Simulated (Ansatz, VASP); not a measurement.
**One calculation of Ca, two programs**

```
Ca
1.0
    -2.34682    2.34682    2.34682
     2.34682   -2.34682    2.34682
     2.34682    2.34682   -2.34682
Ca
1
Direct
  0.00000 0.00000 0.00000
```

Change from the starting cell: volume scaled by 1.15.

Alike in both runs: task single point; functional pbe exchange, lyp correlation; k mesh 8 × 8 × 8; occupations fermi-dirac, width 0.025 eV; no spin polarisation.

```csv
,VASP,Ansatz
version,VASP 6.6.1,Ansatz 0.2.0
potentials or method,"VASP PAW PBE potentials, release 64 (Ca_sv), cutoff 500 eV","all-electron LAPW, scalar-relativistic"
```

|  | VASP | Ansatz | Ansatz less VASP |
| --- | --- | --- | --- |
| gap on the k mesh at the Fermi level (eV) | none | none | - |
| pressure (GPa) | -2.3 | -2.3 | -0.01 |

VASP's potentials were made for PBE, not for pbe exchange, lyp correlation. A gap of «none» marks a metal or a gap that the smearing closes. Ansatz ran all-electron here, and VASP with PAW potentials.
